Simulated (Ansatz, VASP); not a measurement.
# One calculation of Sn, two programs

POSCAR

```
Sn
1.0
   -1.6664398100      1.7077874900      2.1828021800
    1.7938717800     -1.8589232500      2.3916531200
    1.6937133800      1.8854440200     -2.2975624100
Sn
1
Direct
    0.0000000000      0.0000000000      0.0000000000
```

INCAR.step1

```
SYSTEM = Sn
  PREC = Accurate
  ENCUT = 520
  EDIFF = 1E-5
  ISMEAR = -1
  SIGMA = 0.05
  LREAL = .False.
  LASPH = .True.
  NELM = 100
  ALGO = Normal
  ISIF = 2
  LWAVE = .True.
  LCHARG = .False.
  GGA = PE
  NBANDS = 13
```

The input INCAR.step2:

```
SYSTEM = Sn
  PREC = Accurate
  ENCUT = 520
  EDIFF = 1E-7
  ISMEAR = -1
  SIGMA = 0.05
  LREAL = .False.
  LASPH = .True.
  NELM = 100
  ALGO = Normal
  ISIF = 2
  LWAVE = .False.
  LCHARG = .False.
  GGA = PE
  LHFCALC = .True.
  HFSCREEN = 0.2079
  PRECFOCK = Normal
  ISTART = 1
  NBANDS = 13
```

KPOINTS

```
regular mesh
0
Gamma
  5 5 5
  0 0 0
```

The input input.yaml:

```yaml
crystal:
  lattice:
    - [-1.66643981, 1.70778749, 2.18280218]
    - [1.79387178, -1.85892325, 2.39165312]
    - [1.69371338, 1.88544402, -2.29756241]
  atoms:
    - { symbol: Sn, position: [0.0, 0.0, 0.0] }
hamiltonian:
  xc: hse06
  pseudopotentials: { kind: paw }
kpoints:
  mp_grid: { grid: [5, 5, 5] }
  band_path:
    path:
      - [[0.0, -0.5, 0.5], [0.0, 0.0, 0.0], [0.0, 0.5, 0.0]]
      - [[0.0, 0.0, 0.5], [0.0, 0.0, 0.0], [-0.5, 0.0, 0.0]]
      - [[-0.5, -0.5, 0.5], [0.0, 0.0, 0.0], [-0.5, 0.5, 0.0]]
      - [[-0.5, 0.0, 0.5], [0.0, 0.0, 0.0]]
    npoints: 4
scf:
  occupations: { method: fermi_dirac, width: 0.05 }
  n_extra_bands: 6
output:
  forces: true
  stress: true
  eigenvalues: true
  fatbands: false
  write_density: true
  write_potential: true
  elf: true
  volumetric_format: npy
```

Change from the starting cell: cell sheared at random, sigma 0.06, atoms nudged by 0.01 Å.

Alike in both runs: functional HSE06; k mesh 5 × 5 × 5; occupations fermi-dirac, width 0.05 eV; no spin polarisation.

```csv
,VASP,Ansatz
version,VASP 6.6.1,Ansatz 0.2.0
potentials or method,"VASP PAW PBE potentials, release 64 (Sn_d)",Ansatz PAW
plane-wave cutoff (eV),520,420
valence electrons in the cell,14,14
task,single point,band structure
```

|  | VASP | Ansatz | Ansatz less VASP |
| --- | --- | --- | --- |
| gap on the k mesh at the Fermi level (eV) | none | none | - |
| pressure (GPa) | -2.6 | -2.6 | +0.03 |
| traceless stress, the component that is largest in VASP (GPa) | -2.68 | -2.68 | -0.001 |

A gap of «none» marks a metal or a gap that the smearing closes.

The k mesh is coarse, so the values compare programs but aren't converged.
